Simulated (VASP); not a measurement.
Write the native input for VASP 6.6.1 that does the following.

| Quantity | Value |
| --- | --- |
| Task | single point |
| Functional | LDA |
| Potentials or basis | VASP PAW LDA potentials, release 64 (Ti_sv, Si) |
| Cutoff | 520 eV |
| k mesh | 8 × 8 × 8 |
| Occupations | fermi-dirac, width 0.05 eV |
| Spin | no spin polarisation |
| Dipole correction | no |
| Further INCAR settings | ALGO = Normal; EDIFF = 1e-06; NBANDS = 29 |

The structure of TiSi2 lies in POSCAR:

```
TiSi2
1.0
    1.7651050250     -6.7592815350      0.0000000000
    1.7651050250      6.7592815350      0.0000000000
    0.0000000000      0.0000000000      3.5651739700
Ti Si
2 4
Direct
    0.1031180800      0.8968819200      0.2500000000
    0.8968819200      0.1031180800      0.7500000000
    0.7503148200      0.2496851800      0.2500000000
    0.2496851800      0.7503148200      0.7500000000
    0.4417485500      0.5582514500      0.2500000000
    0.5582514500      0.4417485500      0.7500000000
```

These files were run (other wordings do the same):

INCAR

```
PREC = Accurate ; ENCUT = 520
EDIFF = 1E-6 ; ISMEAR = -1
SIGMA = 0.05 ; LREAL = False
LASPH = True ; NELM = 100
ALGO = Normal ; ISIF = 2
LWAVE = False ; LCHARG = True
GGA = CA ; LELF = True
LVHAR = True ; NBANDS = 29
```

KPOINTS

```
regular mesh
0
Gamma
  8 8 8
```

Potentials or basis: VASP PAW LDA potentials, release 64 (Ti_sv, Si).

Run with:

```sh
$ cat potpaw_LDA.64/Ti_sv/POTCAR potpaw_LDA.64/Si/POTCAR > POTCAR
$ mpirun -np 1 vasp_std > vasp.out
```

It gave:

```
Pressure               : -5.3 GPa
Largest force          : 0.106 eV/Å
Band gap on the k mesh : zero (bands 20 and 21 overlap by 1.01 eV)
```

Caveat: the cell stands under tension.

It took 3.1 min on 1 thread of AMD EPYC 9R45 (Zen 5) (shared host), peak memory 0.32 GiB.
